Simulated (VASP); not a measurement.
Write the native input for VASP 6.6.1 that does the following.

| Quantity | Value |
| --- | --- |
| Task | single point |
| Functional | PBE |
| Potentials or basis | VASP PAW PBE potentials, release 64 (Te) |
| Cutoff | 520 eV |
| k mesh | 11 × 11 × 11 |
| Occupations | fermi-dirac, width 0.1 eV |
| Spin | no spin polarisation |
| Dipole correction | no |
| Further INCAR settings | ALGO = Normal; EDIFF = 1e-06; NBANDS = 9 |

The structure of Te lies in POSCAR:

```
Te
1.0
    3.1142587997      0.0000000000      0.0000000000
    0.0000000000      3.1142587997      0.0000000000
    0.0000000000      0.0000000000      3.1142587997
Te
1
Direct
    0.0000000000      0.0000000000      0.0000000000
```

This isn't the form of Te at room conditions, which is trigonal, of chains.

These files were run (other wordings do the same):

INCAR

```
SYSTEM = Te
  PREC = Accurate
  ENCUT = 520
  EDIFF = 1E-6
  ISMEAR = -1
  SIGMA = 0.1
  LREAL = .FALSE.
  LASPH = .TRUE.
  NELM = 100
  ALGO = Normal
  ISIF = 2
  LWAVE = .FALSE.
  LCHARG = .TRUE.
  GGA = PE
  LELF = .TRUE.
  LVHAR = .TRUE.
  NBANDS = 9
```

KPOINTS

```
regular mesh
0
G
  11 11 11
  0 0 0
```

Potentials or basis: VASP PAW PBE potentials, release 64 (Te).

The run is started by

```bash
$ cat potpaw_PBE.64/Te/POTCAR > POTCAR
$ mpirun -np 1 vasp_std > vasp.out
```

It gave:

| Quantity | Value |
| --- | --- |
| Pressure | 5.0 GPa |
| Band gap on the k mesh | zero (bands 3 and 4 overlap by 5.94 eV) |

Caveat: the cell stands under pressure; spin-orbit coupling is left out, which moves the levels of the heavy elements.

Run time: 7 s on 1 thread of Intel(R) Xeon(R) Platinum 8375C CPU @ 2.90GHz (Ice Lake) (shared host), peak memory 0.11 GiB.
